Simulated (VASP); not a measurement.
# TaN (P-62m) in VASP: settings compared, part 2 of 2

VASP 6.6.1. Earlier steps stand in the parts before.

## Step 5: Relaxation of cell and atoms, PBE, target pressure 5 GPa, at which the enthalpy is minimised

Input file INCAR:

```
PREC = Accurate
ENCUT = 600
EDIFF = 1E-6
ISMEAR = -1
SIGMA = 0.05
LREAL = False
LASPH = True
NELM = 80
ALGO = Normal
ISIF = 3
LWAVE = False
LCHARG = False
GGA = PE
IBRION = 2
NSW = 60
EDIFFG = -0.01
PSTRESS = 50.0
```

Input file KPOINTS:

```
regular mesh
0
Gamma
  6 6 9
```

Input file POSCAR:

```
TaN
1.0
    5.1960000000      0.0000000000      0.0000000000
   -2.5980000000      4.4998679981      0.0000000000
    0.0000000000      0.0000000000      2.9110000000
Ta N
3 3
Direct
    0.0000000000      0.0000000000      0.0000000000
    0.6666666667      0.3333333333      0.5000000000
    0.3333333333      0.6666666667      0.5000000000
    0.0000000000      0.3928500000      0.0000000000
    0.6071500000      0.6071500000      0.0000000000
    0.3928500000      0.0000000000      0.0000000000
```

Potentials or basis: VASP PAW PBE potentials, release 64 (Ta_pv, N).

On the command line:

```sh
> cat potpaw_PBE.64/Ta_pv/POTCAR potpaw_PBE.64/N/POTCAR > POTCAR
> mpirun -np 1 vasp_std > vasp.out
```

OUTCAR:

```text
PREC = Accurate
   ENCUT = 600
   EDIFF = 1E-6
   ISMEAR = -1
   LREAL = False
   LASPH = True
   NELM = 80
   ISIF = 3
   GGA = PE
   IBRION = 2
   NSW = 60
   EDIFFG = -0.01
   PSTRESS = 50.0

 ion  position               nearest neighbor table
   1  0.000  0.000  0.000-   6 2.04   5 2.04   4 2.04   3 3.33   2 3.33   2 3.33   3 3.33   2 3.33
                             2 3.33   3 3.33   3 3.33   2 3.33   2 3.33   3 3.33   3 3.33
   2  0.667  0.333  0.500-   4 2.16   4 2.16   6 2.16   6 2.16   5 2.16   5 2.16   3 3.00   3 3.00
                             3 3.00   1 3.33   1 3.33   1 3.33   1 3.33   1 3.33   1 3.33
   3  0.333  0.667  0.500-   6 2.16   6 2.16   4 2.16   4 2.16   5 2.16   5 2.16   2 3.00   2 3.00
                             2 3.00   1 3.33   1 3.33   1 3.33   1 3.33   1 3.33   1 3.33
   4  0.000  0.393  0.000-   1 2.04   2 2.16   2 2.16   3 2.16   3 2.16
   5  0.607  0.607  0.000-   1 2.04   3 2.16   3 2.16   2 2.16   2 2.16
   6  0.393  0.000  0.000-   1 2.04   3 2.16   3 2.16   2 2.16   2 2.16

  LATTYP: Found a hexagonal cell.
 ALAT       =     5.1960000000
 C/A-ratio  =     0.5602386451

  Lattice vectors:

 A1 = (   5.1960000000,   0.0000000000,   0.0000000000)
 A2 = (  -2.5980000000,   4.4998679981,   0.0000000000)
 A3 = (   0.0000000000,   0.0000000000,   2.9110000000)
[... 189 lines left out ...]
  Direction    XX          YY          ZZ          XY          YZ          ZX
  --------------------------------------------------------------------------------------
  -------------------------------------------------------------------------------------
  Total        2.5133646      2.5133646      2.1127442      0.0000000     -0.0000000     -0.0000000
  in kB       59.1636490     59.1636490     49.7331981      0.0000000     -0.0000000     -0.0000000
  external PRESSURE =       6.0201654 kB  Pullay stress =      50.0000000 kB
[... 155 lines left out ...]
--------------------------------------- Ionic step        5  -------------------------------------------

 number of electron      48.0000001 magnetization

 Free energy of the ion-electron system (eV)
  ---------------------------------------------------
  ext. energy  EPLUGINS =         0.00000000
  ---------------------------------------------------
  free energy    TOTEN  =       -67.47949265 eV

  energy without entropy =      -67.47280005  energy(sigma->0) =      -67.47614635

 E-fermi :   8.2969     XC(G=0): -12.9956

 val. band max:        8.2918735606   @ k =   0.1667   0.0000   0.3333
 cond. band min:       8.3112494956   @ k =   0.1667   0.0000   0.2222
 fundamental gap:      0.0193759350
 Fermi energy:         8.2969475570

 k-point     1 :       0.0000    0.0000    0.0000
  band No.  band energies     occupation
      1     -27.9241      2.00000
      2     -27.9241      2.00000
      3     -27.5735      2.00000
      4     -27.5735      2.00000
      5     -27.3964      2.00000
      6     -27.2911      2.00000
[... 733 lines left out ...]
     27      10.4638      0.00000
     28      10.6312      0.00000

 [... further k-points ...]

------------------------ aborting loop because EDIFF is reached ----------------------------------------

  FORCE on cell =-STRESS in cart. coord.  units (eV):
  Direction    XX          YY          ZZ          XY          YZ          ZX
  --------------------------------------------------------------------------------------
  -------------------------------------------------------------------------------------
  Total        2.1269107      2.1269107      2.1373941      0.0000000      0.0000000      0.0000000
  in kB       49.9796449     49.9796449     50.2259918      0.0000000      0.0000000      0.0000000
  external PRESSURE =       0.0617605 kB  Pullay stress =      50.0000000 kB
[... 25 lines left out ...]
  energy  without entropy=      -67.4728000460  energy(sigma->0) =      -67.47614635

  enthalpy is  TOTEN    =       -65.3517157776 eV   P V=        2.1277768772

 reached required accuracy - stopping structural energy minimisation
```

OSZICAR:

```text
N       E                     dE             d eps       ncg     rms          rms(c)
DAV:   1     0.489192251608E+03    0.48919E+03   -0.29163E+04  1960   0.200E+03
DAV:   2    -0.448568475518E+02   -0.53405E+03   -0.52008E+03  2308   0.539E+02
DAV:   3    -0.767381380091E+02   -0.31881E+02   -0.31486E+02  2376   0.125E+02
[... 37 lines left out ...]
       N       E                     dE             d eps       ncg     rms          rms(c)
DAV:   1    -0.674795807295E+02   -0.10042E-02   -0.66947E-03  2000   0.630E-01    0.832E-02
DAV:   2    -0.674795213073E+02    0.59422E-04   -0.19880E-04  2392   0.106E-01    0.431E-02
DAV:   3    -0.674794927676E+02    0.28540E-04   -0.77849E-05  2352   0.630E-02    0.113E-02
DAV:   4    -0.674794926549E+02    0.11271E-06   -0.54309E-06  1992   0.163E-02
   5 F= -.65351716E+02 E0= -.65348369E+02  d E =-.725920E-04
```

CONTCAR:

```text
TaN
   1.00000000000000
     5.2024638052147880    0.0000000000000000   -0.0000000000000000
    -2.6012319026073940    4.5054658176223796    0.0000000000000000
    -0.0000000000000000   -0.0000000000000000    2.9088270260659628
  Ta              N
     3     3
Direct
     0.0000000000000000    0.0000000000000000    0.0000000000000000
     0.6666666667000030    0.3333333332999970    0.5000000000000000
     0.3333333332999970    0.6666666667000030    0.5000000000000000
     0.0000000000000000    0.3930915921999047    0.0000000000000000
     0.6069084078000953    0.6069084078000951    0.0000000000000000
     0.3930915921999047    0.0000000000000000    1.0000000000000000

  0.00000000E+00  0.00000000E+00  0.00000000E+00
  0.00000000E+00  0.00000000E+00  0.00000000E+00
  0.00000000E+00  0.00000000E+00  0.00000000E+00
  0.00000000E+00  0.00000000E+00  0.00000000E+00
  0.00000000E+00  0.00000000E+00  0.00000000E+00
  0.00000000E+00  0.00000000E+00  0.00000000E+00
```

It took 1.7 min on 1 thread of Intel Xeon 6975P-C (Granite Rapids), shared host; peak memory 0.24 GiB.

Results:

- Free energy: -67.4795 eV
- Relaxed volume: 11.36 Å³/atom
- Relaxed cell: a = 5.202 Å, b = 5.202 Å, c = 2.909 Å, α = 90.00°, β = 90.00°, γ = 120.00°
- Space group after relaxing (to 0.1 Å): P-62m (No. 189)
- Energy change on relaxing (the run minimises the enthalpy): -0.7 meV/atom
- Ionic steps: 5
- Pressure after relaxing: 5.0 GPa
- Band gap on the k mesh: zero (bands 24 and 25 overlap by 3.10 eV)

Forces on the atoms (eV/Å):
```
Ta   0.000  0.000  0.000
Ta   0.000  0.000  0.000
Ta   0.000  0.000  0.000
N   -0.001  0.002  0.000
N   -0.001 -0.002  0.000
N    0.002  0.000  0.000
```

Step by step:
| step | energy change (eV) | largest force (eV/Å) | pressure (GPa) | volume (Å³) |
| --- | --- | --- | --- | --- |
| 1 | 0.0000 | 0.0468 | 5.60 | 68.06 |
| 2 | -0.0121 | 0.0425 | 3.52 | 68.48 |
| 3 | -0.0053 | 0.0135 | 4.84 | 68.22 |
| 4 | -0.0034 | 0.0061 | 5.15 | 68.15 |
| 5 | -0.0043 | 0.0023 | 5.01 | 68.18 |

Final structure:
```xyz
6
Lattice="5.2025 0.0000 0.0000 -2.6012 4.5055 0.0000 0.0000 0.0000 2.9088" Properties=species:S:1:pos:R:3 pbc="T T T"
Ta    0.0000    0.0000    0.0000
Ta    2.6012    1.5018    1.4544
Ta    0.0000    3.0036    1.4544
N    -1.0225    1.7711    0.0000
N     1.5787    2.7344    0.0000
N     2.0450    0.0000    2.9088
```

Caveat: the cell is relaxed towards a set pressure, so the run minimises the enthalpy, not the energy; spin-orbit coupling is left out, which moves the levels of the heavy elements.

## Step 6: Overview

| level | potentials or basis | cell | gap on the mesh (eV) | pressure (GPa) | relaxed volume (Å³/atom) |
| --- | --- | --- | --- | --- | --- |
| LDA | VASP PAW LDA potentials, release 64 (Ta_pv, N) | relaxed | none | -0.1 | 11.06 |
| PBE | VASP PAW PBE potentials, release 64 (Ta_pv, N) | relaxed | none | -0.1 | 11.55 |
| PBE | VASP PAW PBE potentials, release 64 (Ta_pv, N) | relaxed to 2 GPa | none | 1.9 | - |
| PBE | VASP PAW PBE potentials, release 64 (Ta_pv, N) | relaxed to 5 GPa | none | 5.0 | - |

Alike in all rows: task relaxation of cell and atoms; no spin polarisation; k mesh 6 × 6 × 9; cutoff (eV) 600; smearing fermi-dirac 0.05 eV.

Caveats: spin-orbit coupling is left out, which moves the levels of the heavy elements; the cell is relaxed towards a set pressure, so the run minimises the enthalpy, not the energy (at least some runs).

Total energies depend on the potentials used, so only differences within one code and one set of settings carry meaning.
